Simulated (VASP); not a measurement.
# PbSe: single point with HSE06

Crystal: PbSe.

```xyz
2
Lattice="0.0000 3.0606 3.0606 3.0606 0.0000 3.0606 3.0606 3.0606 0.0000" Properties=species:S:1:pos:R:3 pbc="T T T"
Pb    0.0000    0.0000    0.0000
Se    3.0606    3.0606    3.0606
```

```json
{"Program": "VASP 6.6.1", "Task": "single point", "Functional": "HSE06", "Potentials or basis": "VASP PAW PBE potentials, release 64 (Pb_d, Se)", "Cutoff": "520 eV", "k mesh": "6 × 6 × 6", "Occupations": "gaussian, width 0.02 eV", "Spin": "spin-orbit coupling, no magnetisation", "Grid for exact exchange (PRECFOCK)": "Fast", "Further INCAR settings": "ALGO = Normal; EDIFF = 1e-07; NBANDS = 32", "Share of exact exchange": "0.25", "Screening parameter": "0.2 1/Å"}
```

* Pressure: 1.0 GPa
* Valence electrons inside the program's atomic spheres: Pb 11.87; Se 3.87

Run time: 37 min on 4 MPI ranks on Intel(R) Xeon(R) Platinum 8488C (Sapphire Rapids), on a shared host, peak memory 0.45 GiB a rank.

Caveat: the PAW data sets were made with another functional, which shifts forces and pressure a little.
